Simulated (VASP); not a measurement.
# InO in VASP: notebook

InO is run at these levels: r2SCAN; tasks: single point.

Program: VASP 6.6.1. These are calculated values, not measurements. Logs are shortened: lines on timing, memory, paths and dates and some standing lists are left out, and cuts for length are marked.

**1. The cell of the first run**

The cell holds a slab with vacuum, 4 atoms: a = 3.454 Å, b = 3.454 Å, c = 15.877 Å, α = 90.00°, β = 90.00°, γ = 120.00°.

**2. Single point, r2SCAN**

The input, POSCAR:

```
InO
1.0
    3.4536138013      0.0000000000      0.0000000000
   -1.7268069007      2.9909172868      0.0000000000
    0.0000000000      0.0000000000     15.8771000000
In O
2 2
Direct
    0.6666666667      0.3333333333      0.5900210000
    0.6666666667      0.3333333333      0.4099790000
    0.0000000000      0.0000000000      0.6398670000
    0.0000000000      0.0000000000      0.3601330000
```

The input, INCAR.step1:

```
ALGO = Normal
EDIFF = 1E-4
ENCUT = 520
GGA = PE
ISMEAR = 0
LASPH = T
LCHARG = F
LREAL = F
LWAVE = T
NBANDS = 27
NELM = 100
PREC = Accurate
SIGMA = 0.05
```

The input, INCAR.step2:

```
ALGO = Normal
EDIFF = 1E-7
ENCUT = 520
ISIF = 2
ISMEAR = 0
ISTART = 1
LASPH = T
LCHARG = F
LMIXTAU = T
LREAL = F
LWAVE = F
METAGGA = R2SCAN
NBANDS = 27
NELM = 100
PREC = Accurate
SIGMA = 0.05
```

The input, KPOINTS:

```
k-points
0
Gamma
  12 12 2
```

Potentials or basis: VASP PAW PBE potentials, release 64 (In_d, O).

Command:

```bash
cat potpaw_PBE.64/In_d/POTCAR potpaw_PBE.64/O/POTCAR > POTCAR
cp INCAR.step1 INCAR
mpirun -np 1 vasp_std > vasp.out
cp INCAR.step2 INCAR
mpirun -np 1 vasp_std > vasp.out
```

OUTCAR:

```text
EDIFF = 1E-7
   ENCUT = 520
   ISIF = 2
   ISMEAR = 0
   ISTART = 1
   LASPH = T
   LREAL = F
   METAGGA = R2SCAN
   NELM = 100
   PREC = Accurate

 ion  position               nearest neighbor table
   1  0.667  0.333  0.590-   3 2.15   3 2.15   3 2.15   2 2.86
   2  0.667  0.333  0.410-   4 2.15   4 2.15   4 2.15   1 2.86
   3  0.000  0.000  0.640-   1 2.15   1 2.15   1 2.15
   4  0.000  0.000  0.360-   2 2.15   2 2.15   2 2.15

  LATTYP: Found a hexagonal cell.
 ALAT       =     3.4536138013
 C/A-ratio  =     4.5972424577

  Lattice vectors:

 A1 = (   3.4536138013,   0.0000000000,   0.0000000000)
 A2 = (  -1.7268069007,   2.9909172868,   0.0000000000)
 A3 = (   0.0000000000,   0.0000000000,  15.8771000000)

Analysis of symmetry for initial positions (statically):
=====================================================================
 Subroutine PRICEL returns:
 Original cell was already a primitive cell.

 Routine SETGRP: Setting up the symmetry group for a
 hexagonal supercell.

 Subroutine GETGRP returns: Found 12 space group operations
 (whereof 12 operations were pure point group operations)
 out of a pool of 24 trial point group operations.

The static configuration has the point symmetry D_3h.

Analysis of symmetry for dynamics (positions and initial velocities):
=====================================================================
 Subroutine PRICEL returns:
 Original cell was already a primitive cell.

 Routine SETGRP: Setting up the symmetry group for a
 hexagonal supercell.

 Subroutine GETGRP returns: Found 12 space group operations
 (whereof 12 operations were pure point group operations)
 out of a pool of 24 trial point group operations.

The dynamic configuration has the point symmetry D_3h.

 Subroutine INISYM returns: Found 12 space group operations
 (whereof 12 operations are pure point group operations),
 and found     1 'primitive' translations

----------------------------------------------------------------------------------------

                                     Primitive cell

  volume of cell :     164.0021

  direct lattice vectors                    reciprocal lattice vectors
     3.453613801  0.000000000  0.000000000     0.289551773  0.167172794  0.000000000
    -1.726806901  2.990917287  0.000000000     0.000000000  0.334345588  0.000000000
     0.000000000  0.000000000 15.877100000     0.000000000  0.000000000  0.062983794

  length of vectors
     3.453613801  3.453613801 15.877100000     0.334345588  0.334345588  0.062983794

  position of ions in fractional coordinates (direct lattice)
     0.666666667  0.333333333  0.590021000
     0.666666667  0.333333333  0.409979000
     0.000000000  0.000000000  0.639867000
     0.000000000  0.000000000  0.360133000

  ion indices of the primitive-cell ions
   primitive index   ion index
                 1           1
                 2           2
                 3           3
                 4           4

----------------------------------------------------------------------------------------

 KPOINTS: k-points

Automatic generation of k-mesh.
 Grid dimensions read from file:
 generate k-points for:   12   12    2

 Generating k-lattice:

  Cartesian coordinates                     Fractional coordinates (reciprocal lattice)
     0.024129314  0.013931066  0.000000000     0.083333333  0.000000000  0.000000000
     0.000000000  0.027862132  0.000000000     0.000000000  0.083333333  0.000000000
     0.000000000  0.000000000  0.031491897     0.000000000  0.000000000  0.500000000

  Length of vectors
     0.027862132  0.027862132  0.031491897

  Shift w.r.t. Gamma in fractional coordinates (k-lattice)
     0.000000000  0.000000000  0.000000000

 Subroutine IBZKPT returns following result:
 ===========================================

 Found     38 irreducible k-points:

 Following reciprocal coordinates:
            Coordinates               Weight
  0.000000  0.000000  0.000000      1.000000
  0.083333  0.000000  0.000000      6.000000
  0.166667  0.000000  0.000000      6.000000
  0.250000  0.000000  0.000000      6.000000
  0.333333  0.000000  0.000000      6.000000
  0.416667  0.000000  0.000000      6.000000
[... 16 lines left out ...]
  0.250000  0.000000  0.500000      6.000000
  0.333333  0.000000  0.500000      6.000000
 [... further k-points ...]
   k-points           NKPTS =     38   k-points in BZ     NKDIM =     38   number of bands    NBANDS=     27
   number of dos      NEDOS =    301   number of ions     NIONS =      4
   total plane-waves  NPLWV =  94080
   dimension x,y,z NGX =    28 NGY =   28 NGZ =  120
   dimension x,y,z NGXF=    56 NGYF=   56 NGZF=  240
   ions per type =               2   2
   NGX,Y,Z   is equivalent  to a cutoff of  13.48, 13.48, 12.56 a.u.
   NGXF,Y,Z  is equivalent  to a cutoff of  26.96, 26.96, 25.13 a.u.
 SYSTEM =  unknown system
   PREC   = accura    normal or accurate (medium, high low for compatibility)
   ISTART =      1    job   : 0-new  1-cont  2-samecut
   ICHARG =      0    charge: 1-file 2-atom 10-const
   ISPIN  =      1    spin polarized calculation?
   LNONCOLLINEAR =      F non collinear calculations
   LSORBIT =      F    spin-orbit coupling
   LASPH  =      T    aspherical Exc in radial PAW
   ENCUT  =  520.0 eV  38.22 Ry    6.18 a.u.   6.42  6.42 29.52*2*pi/ulx,y,z
   NELM   =    100;   NELMIN=  2; NELMDL=  0     # of ELM steps
   EDIFF  = 0.1E-06   stopping-criterion for ELM
   LREAL  =      F    real-space projection
   EDIFFG = 0.1E-05   stopping-criterion for IOM
   NSW    =      0    number of steps for IOM
   IBRION =     -1    ionic relax: 0-MD 1-quasi-New 2-CG
   NFREE  =      0    steps in history (QN), initial steepest desc. (CG)
   ISIF   =      2    stress and relaxation
   ISYM   =      2    0-nonsym 1-usesym 2-fastsym
   POTIM  = 0.5000    time-step for ionic-motion
   TEBEG  =    0.0;   TEEND  =   0.0 temperature during run
   PSTRESS=    0.0 pullay stress
   NELECT =      38.0000    total number of electrons
   NUPDOWN=      -1.0000    fix difference up-down
   EMIN   =  10.00;   EMAX   =-10.00  energy-range for DOS
   EFERMI =   0.00;   METHOD = LEGACY
   ISMEAR =     0;   SIGMA  =   0.05  broadening in eV -4-tet -1-fermi 0-gaus
   EFERMI_NEDOS =   21; number of points for ismear=-14 and -15
   IALGO  =     38    algorithm
   IMIX   =      4    mixing-type and parameters
     AMIX     =   0.40;   BMIX     =  1.00
     AMIX_MAG =   1.60;   BMIX_MAG =  1.00
  volume/ion in A,a.u.               =      41.00       276.69
  Fermi-wavevector in a.u.,A,eV,Ry     =   1.005510  1.900138 13.756166  1.011050
  Thomas-Fermi vector in A             =   2.138194
   LORBIT       =      0    0 simple, 1 ext, 2 COOP (PROOUT), +10 PAW based schemes
   METAGGA = R2SCAN    functional components
   LHFCALC =     F    Hartree Fock is set to
   AEXX    =    0.0000 exact exchange contribution
   IVDW    =     0    specifies the selected vdW correction
   LEPSILON=     F    determine dielectric tensor
   LRPA    =     F    only Hartree local field effects (RPA)
 non-spin polarized calculation
 Gauss-broadening in eV      SIGMA  =   0.05
  energy-cutoff  :      520.00
  volume of cell :      164.00
 maximum number of plane-waves:      4451
 NGX is ok and might be reduce to    28
   NGX = 13   NGY = 13   NGZ = 59

 number of electron      37.9999988 magnetization

 Free energy of the ion-electron system (eV)
  ---------------------------------------------------
  ext. energy  EPLUGINS =         0.00000000
  ---------------------------------------------------
  free energy    TOTEN  =       -62.09140047 eV

  energy without entropy =      -62.09140047  energy(sigma->0) =      -62.09140047

 E-fermi :  -1.6639     XC(G=0):  -4.9667

 val. band max:       -1.8989323422   @ k =   0.3333   0.3333   0.5000
 cond. band min:      -1.1913986805   @ k =   0.0000   0.0000   0.5000
 fundamental gap:      0.7075336617
 Fermi energy:        -1.6639363758

 k-point     1 :       0.0000    0.0000    0.0000
  band No.  band energies     occupation
      1     -20.5833      2.00000
      2     -20.5655      2.00000
      3     -15.8789      2.00000
      4     -15.8789      2.00000
      5     -15.8310      2.00000
      6     -15.8310      2.00000
[... 19 lines left out ...]
     26       8.0221      0.00000
     27       8.0221      0.00000

 k-point     2 :       0.0833    0.0000    0.0000
  band No.  band energies     occupation
      1     -20.5737      2.00000
      2     -20.5568      2.00000
      3     -15.9053      2.00000
      4     -15.8619      2.00000
      5     -15.8122      2.00000
      6     -15.8095      2.00000
[... 19 lines left out ...]
     26       7.1064      0.00000
     27       7.8962      0.00000

 k-point     3 :       0.1667    0.0000    0.0000
  band No.  band energies     occupation
      1     -20.5487      2.00000
      2     -20.5342      2.00000
      3     -15.9164      2.00000
      4     -15.8190      2.00000
      5     -15.7610      2.00000
      6     -15.7466      2.00000
[... 19 lines left out ...]
     26       7.3241      0.00000
     27       7.6060      0.00000

 k-point     4 :       0.2500    0.0000    0.0000
  band No.  band energies     occupation
      1     -20.5184      2.00000
      2     -20.5066      2.00000
      3     -15.9037      2.00000
      4     -15.7736      2.00000
      5     -15.6931      2.00000
      6     -15.6792      2.00000
[... 19 lines left out ...]
     26       7.2926      0.00000
     27       7.7853      0.00000

 k-point     5 :       0.3333    0.0000    0.0000
  band No.  band energies     occupation
      1     -20.4926      2.00000
      2     -20.4829      2.00000
      3     -15.8849      2.00000
      4     -15.7488      2.00000
      5     -15.7019      2.00000
      6     -15.6313      2.00000
[... 19 lines left out ...]
     26       7.0394      0.00000
     27       8.1282      0.00000

 k-point     6 :       0.4167    0.0000    0.0000
  band No.  band energies     occupation
      1     -20.4766      2.00000
      2     -20.4679      2.00000
      3     -15.8747      2.00000
      4     -15.7419      2.00000
      5     -15.7133      2.00000
      6     -15.6217      2.00000
[... 444 lines left out ...]
      1     -20.5737      2.00000
      2     -20.5568      2.00000
      3     -15.9053      2.00000
      4     -15.8619      2.00000
      5     -15.8122      2.00000
      6     -15.8095      2.00000
[... 19 lines left out ...]
     26       7.8962      0.00000
     27       7.9581      0.00000

 k-point    22 :       0.1667    0.0000    0.5000
  band No.  band energies     occupation
      1     -20.5487      2.00000
      2     -20.5341      2.00000
      3     -15.9164      2.00000
      4     -15.8190      2.00000
      5     -15.7610      2.00000
      6     -15.7466      2.00000
[... 19 lines left out ...]
     26       7.6060      0.00000
     27       7.9687      0.00000

 k-point    23 :       0.2500    0.0000    0.5000
  band No.  band energies     occupation
      1     -20.5184      2.00000
      2     -20.5067      2.00000
      3     -15.9037      2.00000
      4     -15.7735      2.00000
      5     -15.6930      2.00000
      6     -15.6792      2.00000
[... 19 lines left out ...]
     26       7.1531      0.00000
     27       7.2926      0.00000

 k-point    24 :       0.3333    0.0000    0.5000
  band No.  band energies     occupation
      1     -20.4926      2.00000
      2     -20.4829      2.00000
      3     -15.8849      2.00000
      4     -15.7488      2.00000
      5     -15.7019      2.00000
      6     -15.6313      2.00000
[... 19 lines left out ...]
     26       7.1553      0.00000
     27       7.5265      0.00000

 [... further k-points ...]

------------------------ aborting loop because EDIFF is reached ----------------------------------------

  FORCE on cell =-STRESS in cart. coord.  units (eV):
  Direction    XX          YY          ZZ          XY          YZ          ZX
  --------------------------------------------------------------------------------------
  -------------------------------------------------------------------------------------
  Total       -1.8411310     -1.8411310     -1.0350355      0.0000000      0.0000000     -0.0000000
  in kB      -17.9864692    -17.9864692    -10.1115209      0.0000000      0.0000000     -0.0000000
  external PRESSURE =     -15.3614864 kB  Pullay stress =       0.0000000 kB

 VOLUME and BASIS-vectors are now :
 -----------------------------------------------------------------------------
  energy-cutoff  :      520.00
  volume of cell :      164.00
      direct lattice vectors                 reciprocal lattice vectors
     3.453613801  0.000000000  0.000000000     0.289551773  0.167172794  0.000000000
    -1.726806901  2.990917287  0.000000000     0.000000000  0.334345588  0.000000000
     0.000000000  0.000000000 15.877100000     0.000000000  0.000000000  0.062983794

 POSITION                                       TOTAL-FORCE (eV/Angst)
 -----------------------------------------------------------------------------------
      1.72681      0.99697      9.36782        -0.000000      0.000000      0.204848
      1.72681      0.99697      6.50928        -0.000000      0.000000     -0.204848
      0.00000      0.00000     10.15923         0.000000     -0.000000     -0.343573
      0.00000      0.00000      5.71787         0.000000     -0.000000      0.343573
 -----------------------------------------------------------------------------------
    total drift:                               -0.000010      0.000006      0.000000

  FREE ENERGIE OF THE ION-ELECTRON SYSTEM (eV)
  ---------------------------------------------------
  free  energy   TOTEN  =       -62.0914004688 eV

  energy  without entropy=      -62.0914004688  energy(sigma->0) =      -62.09140047
```

Wall time 32 min (1 thread of Intel Xeon 8259CL, shared host); peak memory 0.42 GiB.

Results:

```yaml
Free_energy: -62.0914 eV
Largest_force: 0.344 eV/Å
Band_gap_on_the_k_mesh: 0.71 eV (least direct gap 1.44 eV)
```

Forces in eV/Å, atoms in the order of the input:
```
In   0.000  0.000  0.205
In   0.000  0.000 -0.205
O    0.000  0.000 -0.344
O    0.000  0.000  0.344
```

Levels at points of the mesh, in eV from the valence-band top:
```csv
k point,band 17,band 18,band 19,band 20,band 21,band 22
"(0.00, 0.00, 0.00)",-1.74,-1.74,-0.73,0.71,3.74,6.76
"(0.50, 0.00, 0.00)",-2.58,-2.06,-0.23,2.62,4.67,5.88
"(0.00, 0.00, 0.50)",-1.74,-1.74,-0.73,0.71,3.74,6.55
"(0.50, 0.00, 0.50)",-2.58,-2.06,-0.23,2.62,4.67,5.88
```

Caveat: the PAW data sets were made with another functional, which shifts forces and pressure a little; spin-orbit coupling is left out, which moves the levels of the heavy elements.

[end of part 1 of 2]
